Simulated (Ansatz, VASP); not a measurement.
TiAl3 in VASP and in Ansatz

```xyz
4
Lattice="3.8963 0.0000 0.0000 0.0000 3.8963 0.0000 0.0000 0.0000 3.8963" Properties=species:S:1:pos:R:3 pbc="T T T"
Ti    0.0000    0.0000    0.0000
Al    1.9482    1.9482    0.0000
Al    1.9482    0.0000    1.9482
Al    0.0000    1.9482    1.9482
```

Change from the starting cell: strain -0.015 along x and y, -0.015 along z, atoms carried along.

Alike in both runs: task single point; functional r2SCAN; k mesh 12 × 12 × 12; occupations gaussian, width 0.15 eV; no spin polarisation.

|  | VASP | Ansatz |
| --- | --- | --- |
| version | VASP 6.6.1 | Ansatz 0.2.0 |
| potentials or method | VASP PAW PBE potentials, release 64 (Ti_sv, Al), cutoff 520 eV | scalar-relativistic, plane waves, PAW |
| valence electrons in the cell | 21 | 21 |

|  | VASP | Ansatz | Ansatz less VASP |
| --- | --- | --- | --- |
| gap on the k mesh at the Fermi level (eV) | none | none | - |
| pressure (GPa) | 5.7 | 5.8 | +0.09 |

VASP's potentials were made for PBE, not for r2SCAN. A gap of «none» marks a metal or a gap that the smearing closes. The functional is the same, so the differences come from potentials, cutoffs and numerics.
